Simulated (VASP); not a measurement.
A run of VASP 6.6.1 is set up as follows.

Contents of INCAR:

```
PREC     = Accurate       # precision mode
ENCUT    = 520            # plane-wave cutoff, eV
EDIFF    = 1E-7           # SCF threshold, eV
ISMEAR   = 0              # smearing method
SIGMA    = 0.05           # smearing width, eV
LREAL    = Auto         
LASPH    = True           # aspherical terms in the spheres
NELM     = 80             # most SCF steps
ALGO     = Normal         # electronic algorithm
ISIF     = 2              # what is computed and relaxed
LWAVE    = False          # write WAVECAR
LCHARG   = False          # write CHGCAR
GGA      = PE             # functional
NBANDS   = 46             # bands
ISYM     = 0
```

KPOINTS

```
regular mesh
0
Gamma
  9 5 3
```

File POSCAR:

```
SiC
1.0
    1.5458832036     -2.6775482513      0.0000000000
    0.0000000000      0.0000000000     -5.0740211774
   10.0482408238      4.0163223768      0.0000000000
Si C
8 8
Direct
    0.0833333333      0.9954364687      0.8333333333
   -0.0416666667      0.9954364687      0.0833333333
    0.3333333333      0.9954364687      0.3333333333
   -0.2916666667      0.9954364687      0.5833333333
   -0.4583333334      0.4954364687      0.9166666667
    0.4166666666      0.4954364687      0.1666666667
   -0.2083333334      0.4954364687      0.4166666667
    0.1666666666      0.4954364687      0.6666666667
    0.0833333333      0.6195635313      0.8333333333
   -0.0416666667      0.6195635313      0.0833333333
    0.3333333333      0.6195635313      0.3333333333
   -0.2916666667      0.6195635313      0.5833333333
   -0.4583333334      0.1195635313      0.9166666667
    0.4166666666      0.1195635313      0.1666666667
   -0.2083333334      0.1195635313      0.4166666667
    0.1666666666      0.1195635313      0.6666666667
```

Potentials or basis: VASP PAW PBE potentials, release 64 (Si, C).

Launch:

```console
$ cat potpaw_PBE.64/Si/POTCAR potpaw_PBE.64/C/POTCAR > POTCAR
$ mpirun -np 1 vasp_std > vasp.out
```

Question: What does it give for the largest force?

Answer: 0.996 eV/Å.

Question: Estimate the pressure.

Answer: -1.7 GPa.

Stress tensor (GPa, compression positive):
```
 3.62  7.08  0.00
 7.08 -4.55  0.00
 0.00  0.00 -4.24
```

Caveat: the cell differs from its parent crystal (the part above a cut slid along it); the stress differs along the axes, from -5 to 4 GPa.
